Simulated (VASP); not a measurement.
Here is a VASP 6.6.1 calculation.

The input INCAR:

```
ALGO = Normal
EDIFF = 1E-6
ENCUT = 520
GGA = CA
ISIF = 2
ISMEAR = -1
LASPH = True
LCHARG = False
LREAL = False
LWAVE = False
NBANDS = 20
NELM = 80
PREC = Accurate
SIGMA = 0.05
```

Contents of KPOINTS:

```
k-points
0
Gamma
  9 9 2
```

POSCAR

```
Te2Mo
1.0
    3.6300590280      0.0000000000      0.0000000000
   -1.8150295140      3.1437233354      0.0000000000
    0.0000000000      0.0000000000     17.8677540541
Te Mo
2 1
Direct
    0.3333333333      0.6666666667      0.1021445500
    0.3333333333      0.6666666667      0.8978554500
    0.0000000000      0.0000000000      0.0000000000
```

Potentials or basis: VASP PAW LDA potentials, release 64 (Te, Mo_sv).

Launch:

```bash
$ cat potpaw_LDA.64/Te/POTCAR potpaw_LDA.64/Mo_sv/POTCAR > POTCAR
$ mpirun -np 1 vasp_std > vasp.out
```

(1) What does it give for the band gap on the k mesh?

(2) What does it give for the largest force?

Results:

(1) 0.96 eV.

(2) 1.101 eV/Å.

Caveat: spin-orbit coupling is left out, which moves the levels of the heavy elements.
